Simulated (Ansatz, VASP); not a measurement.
## TiO2: VASP beside Ansatz

```
Ti O
1.0
     4.39046    0.00000    0.00000
     0.00000    4.39046    0.00000
     0.00000    0.00000    2.85848
Ti O
2 4
Direct
  0.50000 0.50000 0.00000
  0.00000 0.00000 0.50000
  0.69827 0.69827 0.50000
  0.80173 0.19827 0.00000
  0.19827 0.80173 0.00000
  0.30173 0.30173 0.50000
```

Change from the starting cell: equal strain along all axes, cell held, atoms relaxed: -4.5 %.

Alike in both runs: functional r2SCAN; k mesh 6 × 6 × 8; occupations gaussian, width 0.02 eV; no spin polarisation; Hubbard terms Ti d U = 4.0 eV.

Ansatz relaxed the structure, and its values are those at the end. VASP's run is a single point on that final structure, the one shown.

|  | VASP | Ansatz |
| --- | --- | --- |
| version | VASP 6.6.1 | Ansatz 0.2.0 |
| potentials or method | VASP PAW PBE potentials, release 64 (Ti_sv, O), cutoff 520 eV | scalar-relativistic, plane waves, PAW |
| valence electrons in the cell | 48 | 48 |

|  | VASP | Ansatz | Ansatz less VASP |
| --- | --- | --- | --- |
| gap on the k mesh at the Fermi level (eV) | 3.07 | 2.99 | -0.082 |
| least direct gap on the mesh (eV) | 3.07 | 3.02 | -0.055 |
| pressure (GPa) | 51.7 | 44.2 | -7.57 |
| rms of the force components (eV/Å) | 0.056 | 0.000 | -0.0553 |

VASP's potentials were made for PBE, not for r2SCAN. The programs project onto different local orbitals, so the same U acts differently, and such runs can settle in different states. The pressures are high and differ by over a tenth, so treat them with care. Ansatz's warnings: stress scf threshold loose.
